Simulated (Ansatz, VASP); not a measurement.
## GaSb: VASP beside Ansatz

File INCAR:

```
ALGO = Normal
EDIFF = 1E-7
ENCUT = 520
GGA = PE
ISIF = 2
ISMEAR = -1
LASPH = T
LCHARG = T
LELF = T
LREAL = F
LVHAR = T
LWAVE = F
NBANDS = 16
NELM = 80
PREC = Accurate
SIGMA = 0.02
```

The input KPOINTS:

```
k-points
0
Gamma
  8 8 8
```

Contents of POSCAR:

```
GaSb
1.0
    0.0000000000      2.9739024340      2.9739024340
    2.9739024340      0.0000000000      2.9739024340
    2.9739024340      2.9739024340      0.0000000000
Ga Sb
1 1
Direct
    0.0000000000      0.0000000000      0.0000000000
    0.2500000000      0.2500000000      0.2500000000
```

Input for Ansatz:

```yaml
crystal:
  lattice:
    - [0.0, 2.973902434, 2.973902434]
    - [2.973902434, 0.0, 2.973902434]
    - [2.973902434, 2.973902434, 0.0]
  atoms:
    - { symbol: Ga, position: [0.0, 0.0, 0.0] }
    - { symbol: Sb, position: [0.25, 0.25, 0.25] }
kpoints:
  mp_grid: { grid: [8, 8, 8] }
  band_path:
    path:
      - [0.0, 0.0, 0.0]
      - [-0.5, -0.5, 0.0]
      - [-0.375, -0.375, 0.25]
      - [-0.375, 0.0, 0.375]
      - [0.0, 0.0, 0.5]
      - [-0.5, -0.25, 0.25]
    npoints: 1
hamiltonian:
  xc: pbe
scf:
  occupations: { method: fermi_dirac, width: 0.02 }
  n_extra_bands: 4
output:
  forces: true
  stress: true
  eigenvalues: true
```

Change from the starting cell: hydrostatic strain -3.0%.

Alike in both runs: task single point; functional PBE; k mesh 8 × 8 × 8; occupations fermi-dirac, width 0.02 eV; no spin polarisation.

```csv
,VASP,Ansatz
version,VASP 6.6.1,Ansatz 0.2.0
potentials or method,"VASP PAW PBE potentials, release 64 (Ga_d, Sb)","plane waves, PAW"
plane-wave cutoff (eV),520,420
valence electrons in the cell,18,28
```

Ansatz gave:

- pressure (GPa): 8.0

Q: What did VASP give for the same quantities?

A: Pressure (GPa): 8.1.

VASP's potentials hold 18 valence electrons a cell and Ansatz's 28, so a difference there can come from the potentials and not from the codes.

Spin-orbit coupling is off throughout.
